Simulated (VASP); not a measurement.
# GaP (F-43m) in VASP: single point with PBE

Aim: the single point of GaP with PBE.

All numbers are computed with VASP 6.6.1; they aren't measurements. Logs are shortened: lines on timing, memory, paths and dates and some standing lists are left out, and cuts for length are marked.

## Step 1: The cell of the first run

The structure is cubic, space group F-43m (No. 216). Conventional cell: a = 5.505 Å, b = 5.505 Å, c = 5.505 Å, α = 90.00°, β = 90.00°, γ = 90.00°. Within 3.1 Å of Ga (site symmetry -43m) lie 4 P at 2.38 Å. P (site symmetry -43m) has 4 Ga at 2.38 Å within 3.1 Å.

## Step 2: Single point, PBE

INCAR

```
PREC = Accurate
ENCUT = 520
EDIFF = 1E-6
ISMEAR = 0
SIGMA = 0.02
LREAL = F
LASPH = T
NELM = 80
ALGO = Normal
ISIF = 2
LWAVE = F
LCHARG = T
GGA = PE
LELF = T
LVHAR = T
NBANDS = 16
```

KPOINTS

```
regular mesh
0
Gamma
  8 8 8
```

POSCAR

```
GaP
1.0
    0.0000000000      2.7525584885      2.7525584885
    2.7525584885      0.0000000000      2.7525584885
    2.7525584885      2.7525584885      0.0000000000
Ga P
1 1
Direct
    0.0000000000      0.0000000000      0.0000000000
    0.2500000000      0.2500000000      0.2500000000
```

Potentials or basis: VASP PAW PBE potentials, release 64 (Ga_d, P).

Started as:

```bash
$ cat potpaw_PBE.64/Ga_d/POTCAR potpaw_PBE.64/P/POTCAR > POTCAR
$ mpirun -np 1 vasp_std > vasp.out
```

OUTCAR:

```text
PREC = Accurate
   ENCUT = 520
   EDIFF = 1E-6
   ISMEAR = 0
   LREAL = F
   LASPH = T
   NELM = 80
   ISIF = 2
   GGA = PE

 ion  position               nearest neighbor table
   1  0.000  0.000  0.000-   2 2.38   2 2.38   2 2.38   2 2.38
   2  0.250  0.250  0.250-   1 2.38   1 2.38   1 2.38   1 2.38

  LATTYP: Found a face centered cubic cell.
 ALAT       =     5.5051169770

  Lattice vectors:

 A1 = (   0.0000000000,   2.7525584885,   2.7525584885)
 A2 = (   2.7525584885,   0.0000000000,   2.7525584885)
 A3 = (   2.7525584885,   2.7525584885,   0.0000000000)

Analysis of symmetry for initial positions (statically):
=====================================================================
 Subroutine PRICEL returns:
 Original cell was already a primitive cell.

 Routine SETGRP: Setting up the symmetry group for a
 face centered cubic supercell.

 Subroutine GETGRP returns: Found 24 space group operations
 (whereof 24 operations were pure point group operations)
 out of a pool of 48 trial point group operations.

The static configuration has the point symmetry T_d .

Analysis of symmetry for dynamics (positions and initial velocities):
=====================================================================
 Subroutine PRICEL returns:
 Original cell was already a primitive cell.

 Routine SETGRP: Setting up the symmetry group for a
 face centered cubic supercell.

 Subroutine GETGRP returns: Found 24 space group operations
 (whereof 24 operations were pure point group operations)
 out of a pool of 48 trial point group operations.

The dynamic configuration has the point symmetry T_d .

 Subroutine INISYM returns: Found 24 space group operations
 (whereof 24 operations are pure point group operations),
 and found     1 'primitive' translations

----------------------------------------------------------------------------------------

                                     Primitive cell

  volume of cell :      41.7099

  direct lattice vectors                    reciprocal lattice vectors
     0.000000000  2.752558489  2.752558489    -0.181649183  0.181649183  0.181649183
     2.752558489  0.000000000  2.752558489     0.181649183 -0.181649183  0.181649183
     2.752558489  2.752558489  0.000000000     0.181649183  0.181649183 -0.181649183

  length of vectors
     3.892705546  3.892705546  3.892705546     0.314625614  0.314625614  0.314625614

  position of ions in fractional coordinates (direct lattice)
     0.000000000  0.000000000  0.000000000
     0.250000000  0.250000000  0.250000000

[... 76 lines left out ...]
   EDIFF  = 0.1E-05   stopping-criterion for ELM
   LREAL  =      F    real-space projection
   EDIFFG = 0.1E-04   stopping-criterion for IOM
   NSW    =      0    number of steps for IOM
   IBRION =     -1    ionic relax: 0-MD 1-quasi-New 2-CG
   NFREE  =      0    steps in history (QN), initial steepest desc. (CG)
   ISIF   =      2    stress and relaxation
   ISYM   =      2    0-nonsym 1-usesym 2-fastsym
   POTIM  = 0.5000    time-step for ionic-motion
   TEBEG  =    0.0;   TEEND  =   0.0 temperature during run
   PSTRESS=    0.0 pullay stress
   NELECT =      18.0000    total number of electrons
   NUPDOWN=      -1.0000    fix difference up-down
   EMIN   =  10.00;   EMAX   =-10.00  energy-range for DOS
   EFERMI =   0.00;   METHOD = LEGACY
   ISMEAR =     0;   SIGMA  =   0.02  broadening in eV -4-tet -1-fermi 0-gaus
   EFERMI_NEDOS =   21; number of points for ismear=-14 and -15
   IALGO  =     38    algorithm
   IMIX   =      4    mixing-type and parameters
     AMIX     =   0.40;   BMIX     =  1.00
     AMIX_MAG =   1.60;   BMIX_MAG =  1.00
  volume/ion in A,a.u.               =      20.85       140.74
  Fermi-wavevector in a.u.,A,eV,Ry     =   1.237141  2.337857 20.823951  1.530517
  Thomas-Fermi vector in A             =   2.371720
   LORBIT       =      0    0 simple, 1 ext, 2 COOP (PROOUT), +10 PAW based schemes
   GGA     = PE    functional components
   LHFCALC =     F    Hartree Fock is set to
   AEXX    =    0.0000 exact exchange contribution
   IVDW    =     0    specifies the selected vdW correction
   LEPSILON=     F    determine dielectric tensor
   LRPA    =     F    only Hartree local field effects (RPA)
 non-spin polarized calculation
 Gauss-broadening in eV      SIGMA  =   0.02
  energy-cutoff  :      520.00
  volume of cell :       41.71
 maximum number of plane-waves:      1158
 NGX is ok and might be reduce to    30
   NGX = 15   NGY = 15   NGZ = 15

 number of electron      18.0000003 magnetization

 Free energy of the ion-electron system (eV)
  ---------------------------------------------------
  ext. energy  EPLUGINS =         0.00000000
  ---------------------------------------------------
  free energy    TOTEN  =        -9.12558101 eV

  energy without entropy =       -9.12558101  energy(sigma->0) =       -9.12558101

 E-fermi :   4.5084     XC(G=0):  -9.6974

 val. band max:        4.3517617266   @ k =   0.0000   0.0000   0.0000
 cond. band min:       5.9315807463   @ k =   0.0000   0.0000   0.0000
 fundamental gap:      1.5798190197
 Fermi energy:         4.5083814129

 k-point     1 :       0.0000    0.0000    0.0000
  band No.  band energies     occupation
      1     -10.1519      2.00000
      2     -10.1519      2.00000
      3     -10.1519      2.00000
      4     -10.0610      2.00000
      5     -10.0610      2.00000
      6      -7.9190      2.00000
[... 433 lines left out ...]
      3     -10.1129      2.00000
      4     -10.0654      2.00000
      5     -10.0543      2.00000
      6      -5.5609      2.00000
[... 8 lines left out ...]
     15      16.2467      0.00000
     16      16.6887      0.00000

 [... further k-points ...]

------------------------ aborting loop because EDIFF is reached ----------------------------------------

  FORCE on cell =-STRESS in cart. coord.  units (eV):
  Direction    XX          YY          ZZ          XY          YZ          ZX
  --------------------------------------------------------------------------------------
  -------------------------------------------------------------------------------------
  Total       -0.0069587     -0.0069587     -0.0069587      0.0000000      0.0000000      0.0000000
  in kB       -0.2672983     -0.2672983     -0.2672983      0.0000000      0.0000000      0.0000000
  external PRESSURE =      -0.2672983 kB  Pullay stress =       0.0000000 kB

 VOLUME and BASIS-vectors are now :
 -----------------------------------------------------------------------------
  energy-cutoff  :      520.00
  volume of cell :       41.71
      direct lattice vectors                 reciprocal lattice vectors
     0.000000000  2.752558489  2.752558489    -0.181649183  0.181649183  0.181649183
     2.752558489  0.000000000  2.752558489     0.181649183 -0.181649183  0.181649183
     2.752558489  2.752558489  0.000000000     0.181649183  0.181649183 -0.181649183

 POSITION                                       TOTAL-FORCE (eV/Angst)
 -----------------------------------------------------------------------------------
      0.00000      0.00000      0.00000        -0.000000     -0.000000     -0.000000
      1.37628      1.37628      1.37628         0.000000      0.000000      0.000000
 -----------------------------------------------------------------------------------
    total drift:                                0.000002      0.000002      0.000002

  FREE ENERGIE OF THE ION-ELECTRON SYSTEM (eV)
  ---------------------------------------------------
  free  energy   TOTEN  =        -9.1255810051 eV

  energy  without entropy=       -9.1255810051  energy(sigma->0) =       -9.12558101
```

OSZICAR:

```text
N       E                     dE             d eps       ncg     rms          rms(c)
DAV:   1     0.821084296680E+02    0.82108E+02   -0.88843E+03   944   0.155E+03
DAV:   2    -0.301518268141E+01   -0.85124E+02   -0.80687E+02  1040   0.315E+02
DAV:   3    -0.928442108489E+01   -0.62692E+01   -0.62504E+01  1120   0.653E+01
DAV:   4    -0.938463070876E+01   -0.10021E+00   -0.10018E+00  1152   0.911E+00
DAV:   5    -0.938650650296E+01   -0.18758E-02   -0.18757E-02  1208   0.110E+00    0.411E+00
DAV:   6    -0.914949864001E+01    0.23701E+00   -0.37704E-01  1400   0.101E+01    0.270E+00
DAV:   7    -0.912468876027E+01    0.24810E-01   -0.89741E-02  1272   0.196E+00    0.109E+00
DAV:   8    -0.912502687498E+01   -0.33811E-03   -0.12912E-02  1104   0.136E+00    0.174E-01
DAV:   9    -0.912542977094E+01   -0.40290E-03   -0.13042E-03  1200   0.506E-01    0.818E-02
DAV:  10    -0.912550704478E+01   -0.77274E-04   -0.11255E-04  1408   0.109E-01    0.412E-02
DAV:  11    -0.912558137021E+01   -0.74325E-04   -0.10256E-04  1104   0.830E-02    0.500E-03
DAV:  12    -0.912558100507E+01    0.36514E-06   -0.28345E-06  1112   0.215E-02
   1 F= -.91255810E+01 E0= -.91255810E+01  d E =-.153936E-30
```

stdout:

```text
POSCAR found type information on POSCAR GaP
 POSCAR found :  2 types and       2 ions
 scaLAPACK will be used
 LDA part: xc-table for (Slater+PW92), standard interpolation
 POSCAR, INCAR and KPOINTS ok, starting setup
 FFT: planning ... GRIDC
 FFT: planning ... GRID_SOFT
 FFT: planning ... GRID
 WAVECAR not read
 entering main loop
```

Run time: 16 s. Hardware: 1 thread of AMD EPYC 7R13 (Zen 3), shared host; peak memory 0.14 GiB.

Results:

```
Free energy            : -9.1256 eV
Pressure               : 0.0 GPa
Band gap on the k mesh : 1.58 eV
```

Levels at points of the mesh, in eV from the valence-band top:
| k point | band 5 | band 6 | band 7 | band 8 | band 9 | band 10 | band 11 | band 12 | band 13 | band 14 |
| --- | --- | --- | --- | --- | --- | --- | --- | --- | --- | --- |
| (0.00, 0.00, 0.00) | -14.41 | -12.27 | 0.00 | 0.00 | 0.00 | 1.58 | 3.90 | 3.90 | 3.90 | 8.68 |
| (0.50, 0.00, 0.00) | -14.41 | -10.30 | -6.46 | -1.07 | -1.07 | 1.58 | 4.73 | 4.73 | 8.23 | 10.68 |
| (0.50, 0.50, 0.00) | -14.39 | -9.44 | -6.61 | -2.58 | -2.58 | 1.72 | 1.85 | 10.37 | 10.37 | 10.93 |

A k mesh can miss the band edges.
